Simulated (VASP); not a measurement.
RbBr, 2 atoms in the cell. It takes space group P4/mmm (No. 123, tetragonal). The conventional cell has a = 3.676 Å, b = 3.676 Å, c = 5.198 Å, α = 90.00°, β = 90.00°, γ = 90.00°. Within 4.8 Å of Rb (site symmetry 4/mmm) lie 8 Br at 3.68 Å and 4 Rb at 3.68 Å. Br (site symmetry 4/mmm) has 8 Rb at 3.68 Å and 4 Br at 3.68 Å within 4.8 Å.  This cell differs from its parent crystal: ratio of the length along z to the lengths across it x 1.414, volume and fractional coordinates fixed.

- Program: VASP 6.6.1
- Task: single point
- Functional: PBE
- Potentials or basis: VASP PAW PBE potentials, release 64 (Rb_sv, Br)
- Cutoff: 520 eV
- k mesh: 6 × 6 × 6
- Occupations: gaussian, width 0.05 eV
- Spin: no spin polarisation
- Dipole correction: no
- Further INCAR settings: ALGO = Normal; EDIFF = 1e-06; NBANDS = 15

Potentials or basis: VASP PAW PBE potentials, release 64 (Rb_sv, Br).

Command:

```console
$ cat potpaw_PBE.64/Rb_sv/POTCAR potpaw_PBE.64/Br/POTCAR > POTCAR
$ mpirun -np 1 vasp_std > vasp.out
```

Hardware: 1 thread of Intel(R) Xeon(R) Platinum 8488C (Sapphire Rapids) (shared host).

**Question.** How long does it take, and how much memory?

**Answer.** Wall time 18 s on 1 thread of Intel(R) Xeon(R) Platinum 8488C (Sapphire Rapids), with other jobs on the host, peak memory 0.2 GiB. Counts: scf iterations 13, k points 40.
